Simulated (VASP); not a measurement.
A run of VASP 6.6.1 is set up as follows.

The input INCAR:

```
SYSTEM = SiO2
  AGGAC = 1.0
  AGGAX = 1.0
  ALDAC = 0.0
  ALDAX = 1.0
  ALGO = Normal
  EDIFF = 1E-7
  EDIFFG = -0.01
  ENCUT = 600
  GGA = B5
  GGA_COMPAT = .FALSE.
  IBRION = 2
  ISIF = 3
  ISMEAR = -1
  IVDW = 13
  LASPH = .TRUE.
  LCHARG = .FALSE.
  LREAL = .FALSE.
  LWAVE = .FALSE.
  NELM = 120
  NELMIN = 4
  NSW = 60
  PREC = Accurate
  SIGMA = 0.05
  VDW_A1 = 0.44488865
  VDW_A2 = 4.0933009
  VDW_S6 = 1.0
  VDW_S8 = 2.34076671
```

Contents of KPOINTS:

```
k-points
0
G
  6 6 4
  0 0 0
```

The input POSCAR:

```
SiO2
1.0
    4.9820000000      0.0000000000      0.0000000000
    0.0000000000      4.9820000000      0.0000000000
    0.0000000000      0.0000000000      6.9630000000
Si O
4 8
Direct
    0.7989700000      0.2010300000      0.7500000000
    0.7010300000      0.7010300000      0.5000000000
    0.2010300000      0.7989700000      0.2500000000
    0.2989700000      0.2989700000      0.0000000000
    0.1034700000      0.2398900000      0.8218700000
    0.2601100000      0.6034700000      0.0718700000
    0.8965300000      0.7601100000      0.3218700000
    0.7398900000      0.3965300000      0.5718700000
    0.6034700000      0.2601100000      0.9281300000
    0.7601100000      0.8965300000      0.6781300000
    0.3965300000      0.7398900000      0.4281300000
    0.2398900000      0.1034700000      0.1781300000
```

Potentials or basis: VASP PAW PBE potentials, release 64 (Si, O).

The run is started by

```sh
$ cat potpaw_PBE.64/Si/POTCAR potpaw_PBE.64/O/POTCAR > POTCAR
$ mpirun -np 1 vasp_std > vasp.out
```

(1) Predict the dispersion energy per atom.

(2) Predict the relaxed volume.

Answers

(1) -0.305 eV.

(2) 13.07 Å³/atom.

Caveat: the PAW data sets were made with another functional, which shifts forces and pressure a little.
